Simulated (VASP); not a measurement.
# Cu (I4/mmm) in VASP: a series of runs

Cu is run at these levels: PBEsol; tasks: single point.

All numbers are computed with VASP 6.6.1; they aren't measurements. Logs are shortened: lines on timing, memory, paths and dates and some standing lists are left out, and cuts for length are marked.

### Step 1. The cell of the first run

Symmetry: I4/mmm, No. 139, tetragonal system. Conventional cell: a = 2.556 Å, b = 2.556 Å, c = 3.651 Å, α = 90.00°, β = 90.00°, γ = 90.00°. Within 3.4 Å of Cu (site symmetry 4/mmm) lie 12 Cu at 2.56 to 2.57 Å.

### Step 2. Single point, PBEsol (zz strain of +1 %)

Input file INCAR:

```
PREC     = Accurate       # precision mode
ENCUT    = 520            # plane-wave cutoff, eV
EDIFF    = 1E-6           # SCF threshold, eV
ISMEAR   = -1             # smearing method
SIGMA    = 0.08           # smearing width, eV
LREAL    = False          # projectors in reciprocal space
LASPH    = True           # aspherical terms in the spheres
NELM     = 60             # most SCF steps
ALGO     = Normal         # electronic algorithm
ISIF     = 2              # what is computed and relaxed
LWAVE    = False          # write WAVECAR
LCHARG   = False          # write CHGCAR
GGA      = PS             # functional
NBANDS   = 12             # bands
```

Input file KPOINTS:

```
regular mesh
0
Gamma
  19 19 19
```

Input file POSCAR:

```
Cu
1.0
    0.0000000000      1.8075000000      1.8255750000
    1.8075000000      0.0000000000      1.8255750000
    1.8075000000      1.8075000000      0.0000000000
Cu
1
Direct
    0.0000000000      0.0000000000      0.0000000000
```

Potentials or basis: VASP PAW PBE potentials, release 64 (Cu).

On the command line:

```sh
cat potpaw_PBE.64/Cu/POTCAR > POTCAR
mpirun -np 1 vasp_std > vasp.out
```

OUTCAR:

```text
PREC = Accurate
   ENCUT = 520
   EDIFF = 1E-6
   ISMEAR = -1
   LREAL = False
   LASPH = True
   NELM = 60
   ISIF = 2
   GGA = PS

 ion  position               nearest neighbor table
   1  0.000  0.000  0.000-

  LATTYP: Found a body centered tetragonal cell.
 ALAT       =     2.5561910140
 C/A-ratio  =     1.4283556980

  Lattice vectors:

 A1 = (  -1.8075000000,   0.0000000000,   1.8255750000)
 A2 = (   1.8075000000,   0.0000000000,   1.8255750000)
 A3 = (   0.0000000000,   1.8075000000,  -1.8255750000)

Analysis of symmetry for initial positions (statically):
=====================================================================
 Subroutine PRICEL returns:
 Original cell was already a primitive cell.

 Routine SETGRP: Setting up the symmetry group for a
 body centered tetragonal supercell.

 Subroutine GETGRP returns: Found 16 space group operations
 (whereof 16 operations were pure point group operations)
 out of a pool of 16 trial point group operations.

The static configuration has the point symmetry D_4h.

Analysis of symmetry for dynamics (positions and initial velocities):
=====================================================================
 Subroutine PRICEL returns:
 Original cell was already a primitive cell.

 Routine SETGRP: Setting up the symmetry group for a
 body centered tetragonal supercell.

 Subroutine GETGRP returns: Found 16 space group operations
 (whereof 16 operations were pure point group operations)
 out of a pool of 16 trial point group operations.

The dynamic configuration has the point symmetry D_4h.

 Subroutine INISYM returns: Found 16 space group operations
 (whereof 16 operations are pure point group operations),
 and found     1 'primitive' translations

----------------------------------------------------------------------------------------

                                     Primitive cell

  volume of cell :      11.9285

  direct lattice vectors                    reciprocal lattice vectors
     0.000000000  1.807500000  1.825575000    -0.276625173  0.276625173  0.273886310
     1.807500000  0.000000000  1.825575000     0.276625173 -0.276625173  0.273886310
     1.807500000  1.807500000  0.000000000     0.276625173  0.276625173 -0.273886310

  length of vectors
     2.569003762  2.569003762  2.556191014     0.477552807  0.477552807  0.477552807

  position of ions in fractional coordinates (direct lattice)
     0.000000000  0.000000000  0.000000000

  ion indices of the primitive-cell ions
   primitive index   ion index
                 1           1

----------------------------------------------------------------------------------------

 KPOINTS: regular mesh

Automatic generation of k-mesh.
 Grid dimensions read from file:
 generate k-points for:   19   19   19

 Generating k-lattice:

  Cartesian coordinates                     Fractional coordinates (reciprocal lattice)
    -0.014559220  0.014559220  0.014415069     0.052631579  0.000000000  0.000000000
     0.014559220 -0.014559220  0.014415069     0.000000000  0.052631579  0.000000000
     0.014559220  0.014559220 -0.014415069     0.000000000  0.000000000  0.052631579

  Length of vectors
     0.025134358  0.025134358  0.025134358

  Shift w.r.t. Gamma in fractional coordinates (k-lattice)
     0.000000000  0.000000000  0.000000000

 Subroutine IBZKPT returns following result:
 ===========================================

 Found    550 irreducible k-points:

 Following reciprocal coordinates:
            Coordinates               Weight
  0.000000  0.000000  0.000000      1.000000
  0.052632 -0.000000  0.000000      8.000000
  0.105263 -0.000000  0.000000      8.000000
  0.157895 -0.000000  0.000000      8.000000
  0.210526  0.000000  0.000000      8.000000
  0.263158  0.000000  0.000000      8.000000
[... 16 lines left out ...]
 -0.315789  0.052632  0.000000      8.000000
 -0.263158  0.052632  0.000000      8.000000
 [... further k-points ...]
   k-points           NKPTS =    550   k-points in BZ     NKDIM =    550   number of bands    NBANDS=     12
   number of dos      NEDOS =    301   number of ions     NIONS =      1
   total plane-waves  NPLWV =   8000
   dimension x,y,z NGX =    20 NGY =   20 NGZ =   20
   dimension x,y,z NGXF=    40 NGYF=   40 NGZF=   40
   ions per type =               1
   NGX,Y,Z   is equivalent  to a cutoff of  12.94, 12.94, 13.01 a.u.
   NGXF,Y,Z  is equivalent  to a cutoff of  25.88, 25.88, 26.01 a.u.
 SYSTEM =  unknown system
   PREC   = accura    normal or accurate (medium, high low for compatibility)
   ISTART =      0    job   : 0-new  1-cont  2-samecut
   ICHARG =      2    charge: 1-file 2-atom 10-const
   ISPIN  =      1    spin polarized calculation?
   LNONCOLLINEAR =      F non collinear calculations
   LSORBIT =      F    spin-orbit coupling
   LASPH  =      T    aspherical Exc in radial PAW
   ENCUT  =  520.0 eV  38.22 Ry    6.18 a.u.   4.78  4.78  4.75*2*pi/ulx,y,z
   NELM   =     60;   NELMIN=  2; NELMDL= -5     # of ELM steps
   EDIFF  = 0.1E-05   stopping-criterion for ELM
   LREAL  =      F    real-space projection
   EDIFFG = 0.1E-04   stopping-criterion for IOM
   NSW    =      0    number of steps for IOM
   IBRION =     -1    ionic relax: 0-MD 1-quasi-New 2-CG
   NFREE  =      0    steps in history (QN), initial steepest desc. (CG)
   ISIF   =      2    stress and relaxation
   ISYM   =      2    0-nonsym 1-usesym 2-fastsym
   POTIM  = 0.5000    time-step for ionic-motion
   TEBEG  =    0.0;   TEEND  =   0.0 temperature during run
   PSTRESS=    0.0 pullay stress
   NELECT =      11.0000    total number of electrons
   NUPDOWN=      -1.0000    fix difference up-down
   EMIN   =  10.00;   EMAX   =-10.00  energy-range for DOS
   EFERMI =   0.00;   METHOD = LEGACY
   ISMEAR =    -1;   SIGMA  =   0.08  broadening in eV -4-tet -1-fermi 0-gaus
   EFERMI_NEDOS =   21; number of points for ismear=-14 and -15
   IALGO  =     38    algorithm
   IMIX   =      4    mixing-type and parameters
     AMIX     =   0.40;   BMIX     =  1.00
     AMIX_MAG =   1.60;   BMIX_MAG =  1.00
  volume/ion in A,a.u.               =      11.93        80.50
  Fermi-wavevector in a.u.,A,eV,Ry     =   1.593469  3.011220 34.547146  2.539144
  Thomas-Fermi vector in A             =   2.691694
   LORBIT       =      0    0 simple, 1 ext, 2 COOP (PROOUT), +10 PAW based schemes
   GGA     = PS    functional components
   LHFCALC =     F    Hartree Fock is set to
   AEXX    =    0.0000 exact exchange contribution
   IVDW    =     0    specifies the selected vdW correction
   LEPSILON=     F    determine dielectric tensor
   LRPA    =     F    only Hartree local field effects (RPA)
 non-spin polarized calculation
  energy-cutoff  :      520.00
  volume of cell :       11.93
 maximum number of plane-waves:       334
   NGX =  9   NGY =  9   NGZ =  9

 number of electron      10.9999999 magnetization

 Free energy of the ion-electron system (eV)
  ---------------------------------------------------
  ext. energy  EPLUGINS =         0.00000000
  ---------------------------------------------------
  free energy    TOTEN  =        -4.29758241 eV

  energy without entropy =       -4.29022065  energy(sigma->0) =       -4.29390153

 E-fermi :   7.3064     XC(G=0): -12.8504

 val. band max:        7.3014572009   @ k =  -0.4737   0.1579   0.1053
 cond. band min:       7.3123088113   @ k =  -0.3684   0.0526   0.1579
 fundamental gap:      0.0108516104
 Fermi energy:         7.3063642909

 k-point     1 :       0.0000    0.0000    0.0000
  band No.  band energies     occupation
      1      -2.0352      2.00000
      2       4.2442      2.00000
      3       4.2927      2.00000
      4       4.2927      2.00000
      5       5.0710      2.00000
      6       5.1190      2.00000
      7      29.7829      0.00000
      8      32.2962      0.00000
      9      32.3292      0.00000
     10      32.3292      0.00000
     11      34.7793      0.00000
     12      34.7870      0.00000

 k-point     2 :       0.0526   -0.0000    0.0000
  band No.  band energies     occupation
      1      -1.9349      2.00000
      2       4.2421      2.00000
      3       4.2926      2.00000
      4       4.3117      2.00000
      5       5.0639      2.00000
      6       5.1109      2.00000
      7      29.1985      0.00000
      8      31.0469      0.00000
      9      31.9667      0.00000
     10      31.9985      0.00000
     11      35.2566      0.00000
     12      35.2777      0.00000

 k-point     3 :       0.1053   -0.0000    0.0000
  band No.  band energies     occupation
      1      -1.6369      2.00000
      2       4.1938      2.00000
      3       4.3326      2.00000
      4       4.3623      2.00000
      5       5.0495      2.00000
      6       5.0926      2.00000
      7      26.9503      0.00000
      8      30.4672      0.00000
      9      31.3262      0.00000
     10      31.3787      0.00000
     11      36.2830      0.00000
     12      36.2969      0.00000
[... 286 lines left out ...]
 k-point    23 :      -0.3158    0.0526    0.0000
  band No.  band energies     occupation
      1       1.3952      2.00000
      2       4.1947      2.00000
      3       4.3231      2.00000
      4       4.4060      2.00000
      5       5.3017      2.00000
      6       5.5676      2.00000
      7      15.8401      0.00000
      8      26.6507      0.00000
      9      29.7991      0.00000
     10      30.8443      0.00000
     11      32.9449      0.00000
     12      34.5769      0.00000

 k-point    24 :      -0.2632    0.0526    0.0000
  band No.  band energies     occupation
      1       0.6300      2.00000
      2       4.0103      2.00000
      3       4.3807      2.00000
      4       4.4615      2.00000
      5       5.1523      2.00000
      6       5.3868      2.00000
      7      18.1990      0.00000
      8      26.8561      0.00000
      9      30.3828      0.00000
     10      31.4163      0.00000
     11      33.7590      0.00000
     12      34.9842      0.00000

 [... further k-points ...]
[... 5 lines left out ...]
  --------------------------------------------------------------------------------------
  -------------------------------------------------------------------------------------
  Total       -0.5211712     -0.5211712     -0.5541582      0.0000000      0.0000000     -0.0000000
  in kB      -70.0010782    -70.0010782    -74.4317194      0.0000000      0.0000000     -0.0000000
  external PRESSURE =     -71.4779586 kB  Pullay stress =       0.0000000 kB

 VOLUME and BASIS-vectors are now :
 -----------------------------------------------------------------------------
  energy-cutoff  :      520.00
  volume of cell :       11.93
      direct lattice vectors                 reciprocal lattice vectors
     0.000000000  1.807500000  1.825575000    -0.276625173  0.276625173  0.273886310
     1.807500000  0.000000000  1.825575000     0.276625173 -0.276625173  0.273886310
     1.807500000  1.807500000  0.000000000     0.276625173  0.276625173 -0.273886310

 POSITION                                       TOTAL-FORCE (eV/Angst)
 -----------------------------------------------------------------------------------
      0.00000      0.00000      0.00000        -0.000000      0.000000      0.000000
 -----------------------------------------------------------------------------------
    total drift:                                0.000000      0.000000      0.000000

  FREE ENERGIE OF THE ION-ELECTRON SYSTEM (eV)
  ---------------------------------------------------
  free  energy   TOTEN  =        -4.2975824069 eV

  energy  without entropy=       -4.2902206503  energy(sigma->0) =       -4.29390153
```

Run time: 27 s. Hardware: 1 thread of Intel Xeon 6975P-C (Granite Rapids), shared host; peak memory 0.18 GiB.

Results:

- Free energy: -4.2976 eV
- Pressure: -7.1 GPa

Caveat: the cell differs from its parent crystal (zz strain of +1 %); the PAW data sets were made with another functional, which shifts forces and pressure a little.

### Step 3. Single point, PBEsol (zz strain of +3 %)

Input file INCAR:

```
  PREC = Accurate
  ENCUT = 520
  EDIFF = 1E-7
  ISMEAR = -1
  SIGMA = 0.08
  LREAL = F
  LASPH = T
  NELM = 100
  ALGO = Normal
  ISIF = 2
  LWAVE = F
  LCHARG = F
  GGA = PS
  NBANDS = 12
```

Input file KPOINTS:

```
Automatic mesh
0
Gamma
  19 19 19
```

Input file POSCAR:

```
Cu
1.0
    0.0000000000      1.8075000000      1.8617250000
    1.8075000000      0.0000000000      1.8617250000
    1.8075000000      1.8075000000      0.0000000000
Cu
1
Direct
    0.0000000000      0.0000000000      0.0000000000
```

Potentials or basis: VASP PAW PBE potentials, release 64 (Cu).

On the command line:

```sh
cat potpaw_PBE.64/Cu/POTCAR > POTCAR
mpirun -np 1 vasp_std > vasp.out
```

OUTCAR:

```text
PREC = Accurate
   ENCUT = 520
   EDIFF = 1E-7
   ISMEAR = -1
   LREAL = F
   LASPH = T
   NELM = 100
   ISIF = 2
   GGA = PS

 ion  position               nearest neighbor table
   1  0.000  0.000  0.000-

  LATTYP: Found a body centered tetragonal cell.
 ALAT       =     2.5561910140
 C/A-ratio  =     1.4566399692

  Lattice vectors:

 A1 = (  -1.8075000000,   0.0000000000,   1.8617250000)
 A2 = (   1.8075000000,   0.0000000000,   1.8617250000)
 A3 = (   0.0000000000,   1.8075000000,  -1.8617250000)

Analysis of symmetry for initial positions (statically):
=====================================================================
 Subroutine PRICEL returns:
 Original cell was already a primitive cell.

 Routine SETGRP: Setting up the symmetry group for a
 body centered tetragonal supercell.

 Subroutine GETGRP returns: Found 16 space group operations
 (whereof 16 operations were pure point group operations)
 out of a pool of 16 trial point group operations.

The static configuration has the point symmetry D_4h.

Analysis of symmetry for dynamics (positions and initial velocities):
=====================================================================
 Subroutine PRICEL returns:
 Original cell was already a primitive cell.

 Routine SETGRP: Setting up the symmetry group for a
 body centered tetragonal supercell.

 Subroutine GETGRP returns: Found 16 space group operations
 (whereof 16 operations were pure point group operations)
 out of a pool of 16 trial point group operations.

The dynamic configuration has the point symmetry D_4h.

 Subroutine INISYM returns: Found 16 space group operations
 (whereof 16 operations are pure point group operations),
 and found     1 'primitive' translations

----------------------------------------------------------------------------------------

                                     Primitive cell

  volume of cell :      12.1647

[... 106 lines left out ...]
     AMIX_MAG =   1.60;   BMIX_MAG =  1.00
  volume/ion in A,a.u.               =      12.16        82.09
  Fermi-wavevector in a.u.,A,eV,Ry     =   1.583088  2.991602 34.098474  2.506167
  Thomas-Fermi vector in A             =   2.682912
   LORBIT       =      0    0 simple, 1 ext, 2 COOP (PROOUT), +10 PAW based schemes
   GGA     = PS    functional components
   LHFCALC =     F    Hartree Fock is set to
   AEXX    =    0.0000 exact exchange contribution
   IVDW    =     0    specifies the selected vdW correction
   LEPSILON=     F    determine dielectric tensor
   LRPA    =     F    only Hartree local field effects (RPA)
 non-spin polarized calculation
  energy-cutoff  :      520.00
  volume of cell :       12.16
 maximum number of plane-waves:       342
   NGX =  9   NGY =  9   NGZ =  9

 number of electron      10.9999992 magnetization

 Free energy of the ion-electron system (eV)
  ---------------------------------------------------
  ext. energy  EPLUGINS =         0.00000000
  ---------------------------------------------------
  free energy    TOTEN  =        -4.28448943 eV

  energy without entropy =       -4.27714534  energy(sigma->0) =       -4.28081738

 E-fermi :   7.0625     XC(G=0): -12.7367

 val. band max:        7.0617290437   @ k =  -0.4737   0.2632   0.2105
 cond. band min:       7.0652285068   @ k =  -0.4737   0.2105   0.1579
 fundamental gap:      0.0034994631
 Fermi energy:         7.0624614264

 k-point     1 :       0.0000    0.0000    0.0000
  band No.  band energies     occupation
      1      -2.1244      2.00000
      2       4.0052      2.00000
      3       4.1475      2.00000
      4       4.1475      2.00000
      5       4.8203      2.00000
      6       4.9609      2.00000
      7      29.4024      0.00000
      8      31.7297      0.00000
      9      31.8070      0.00000
     10      31.8070      0.00000
     11      34.2190      0.00000
     12      34.2208      0.00000
[... 331 lines left out ...]
 k-point    24 :      -0.2632    0.0526    0.0000
  band No.  band energies     occupation
      1       0.5224      2.00000
      2       3.8442      2.00000
      3       4.1590      2.00000
      4       4.3200      2.00000
      5       4.9571      2.00000
      6       5.1705      2.00000
      7      17.7769      0.00000
      8      26.1153      0.00000
      9      30.1147      0.00000
     10      31.0248      0.00000
     11      33.6067      0.00000
     12      34.5105      0.00000

 [... further k-points ...]
[... 5 lines left out ...]
  --------------------------------------------------------------------------------------
  -------------------------------------------------------------------------------------
  Total       -0.6835001     -0.6835001     -0.7956770      0.0000000      0.0000000     -0.0000000
  in kB      -90.0216632    -90.0216632   -104.7961351      0.0000000      0.0000000     -0.0000000
  external PRESSURE =     -94.9464871 kB  Pullay stress =       0.0000000 kB

 VOLUME and BASIS-vectors are now :
 -----------------------------------------------------------------------------
  energy-cutoff  :      520.00
  volume of cell :       12.16
      direct lattice vectors                 reciprocal lattice vectors
     0.000000000  1.807500000  1.861725000    -0.276625173  0.276625173  0.268568129
     1.807500000  0.000000000  1.861725000     0.276625173 -0.276625173  0.268568129
     1.807500000  1.807500000  0.000000000     0.276625173  0.276625173 -0.268568129

 POSITION                                       TOTAL-FORCE (eV/Angst)
 -----------------------------------------------------------------------------------
      0.00000      0.00000      0.00000         0.000000      0.000000      0.000000
 -----------------------------------------------------------------------------------
    total drift:                                0.000000      0.000000      0.000000

  FREE ENERGIE OF THE ION-ELECTRON SYSTEM (eV)
  ---------------------------------------------------
  free  energy   TOTEN  =        -4.2844894328 eV

  energy  without entropy=       -4.2771453371  energy(sigma->0) =       -4.28081738
```

stdout:

```text
POSCAR found type information on POSCAR Cu
 POSCAR found :  1 types and       1 ions
 scaLAPACK will be used
 -----------------------------------------------------------------------------
|                                                                             |
|                                                                             |
|     You enforced a specific xc type in the INCAR file but a different       |
|     I HOPE YOU KNOW WHAT YOU ARE DOING!                                     |
|                                                                             |
 -----------------------------------------------------------------------------

 LDA part: xc-table for (Slater+PW92), standard interpolation
 POSCAR, INCAR and KPOINTS ok, starting setup
 FFT: planning ... GRIDC
 FFT: planning ... GRID_SOFT
 FFT: planning ... GRID
 WAVECAR not read
 entering main loop
```

It took 26 s on 1 thread of Intel Xeon 6975P-C (Granite Rapids), shared host; peak memory 0.19 GiB.

What came out:

```yaml
Free_energy: -4.2845 eV
Pressure: -9.5 GPa
```

Stress tensor (GPa, compression positive):
```
 -9.00   0.00   0.00
  0.00  -9.00   0.00
  0.00   0.00 -10.48
```

Caveat: the cell differs from its parent crystal (zz strain of +3 %); the PAW data sets were made with another functional, which shifts forces and pressure a little.

(Part 1 of 2 ends here.)
